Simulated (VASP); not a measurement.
# Ca2AlO2: relaxation of cell and atoms with PBE

The system is Ca2AlO2.

```
Ca Al O
1.0
     4.00543    0.00000    0.00000
     0.00000    4.00543    0.00000
     0.00000    0.00000    5.58961
Ca Al O
2 1 2
Direct
  0.00000 0.00000 0.50000
  0.50000 0.50000 0.50000
  0.50000 0.50000 0.00000
  0.00000 0.50000 0.00000
  0.50000 0.00000 0.00000
```

The cell was built from a structure type or drawn by symmetry, and may not be a known phase.

```
Program                : VASP 6.6.1
Task                   : relaxation of cell and atoms
Functional             : PBE
Potentials or basis    : VASP PAW PBE potentials, release 64 (Ca_sv, Al, O)
Cutoff                 : 600 eV
k mesh                 : 10 × 10 × 8
Occupations            : gaussian, width 0.1 eV
Spin                   : no spin polarisation
Dipole correction      : no
Further INCAR settings : ALGO = Normal; EDIFF = 1e-06; IBRION = 2; EDIFFG = -0.01; NSW = 100; ISIF = 3
```

```json
{
  "Relaxed volume": "17.96 Å³/atom",
  "Relaxed cell": "a = 4.021 Å, b = 4.021 Å, c = 5.555 Å, α = 90.00°, β = 90.00°, γ = 90.00°",
  "Space group after relaxing (to 0.1 Å)": "P4/mmm (No. 123)",
  "Energy gained by relaxing": "0.4 meV/atom",
  "Ionic steps": "4",
  "Pressure after relaxing": "-0.1 GPa",
  "Band gap on the k mesh": "zero (an odd number of electrons rules out a gap without spin polarisation)"
}
```

The path:
```csv
step,energy change (eV),largest force (eV/Å),pressure (GPa),volume (Å³)
1,0.0000,0.0000,0.14,89.68
2,-0.0014,0.0000,-0.03,89.88
3,-0.0017,0.0000,-0.14,90.03
4,-0.0019,0.0000,-0.05,89.81
```

Final structure:
```
CELL_PARAMETERS angstrom
4.02096 0.00000 0.00000
0.00000 4.02096 0.00000
0.00000 0.00000 5.55493
ATOMIC_POSITIONS crystal
Ca 0.00000 0.00000 0.50000
Ca 0.50000 0.50000 0.50000
Al 0.50000 0.50000 0.00000
O 0.00000 0.50000 0.00000
O 0.50000 0.00000 0.00000
```

Levels at points of the mesh, in eV from the Fermi level:
```csv
k point,band 13,band 14,band 15,band 16,band 17,band 18,band 19,band 20,band 21
"(0.00, 0.00, 0.00)",-4.32,-3.21,-2.21,-1.45,-1.38,-1.38,-0.95,0.33,1.43
"(0.50, 0.00, 0.00)",-3.55,-3.32,-2.53,-2.07,-0.55,-0.20,0.89,2.03,2.28
"(0.50, 0.50, 0.00)",-3.39,-3.39,-2.76,-0.55,0.47,0.63,1.29,1.41,1.41
"(0.00, 0.00, 0.50)",-5.01,-2.76,-1.41,-1.41,-1.38,-0.71,-0.67,0.34,1.44
"(0.50, 0.00, 0.50)",-3.95,-3.47,-2.43,-2.10,0.56,0.57,0.74,1.08,1.43
"(0.50, 0.50, 0.50)",-3.13,-3.13,-2.76,-0.92,-0.55,0.20,0.20,0.47,0.85
```

It took 10 min on 1 thread of Oxide Virtual Turin-like Processor (shared host), peak memory 0.37 GiB.

Caveat: an odd number of electrons without spin polarisation forces a metal; a magnetic or distorted state may lie lower.
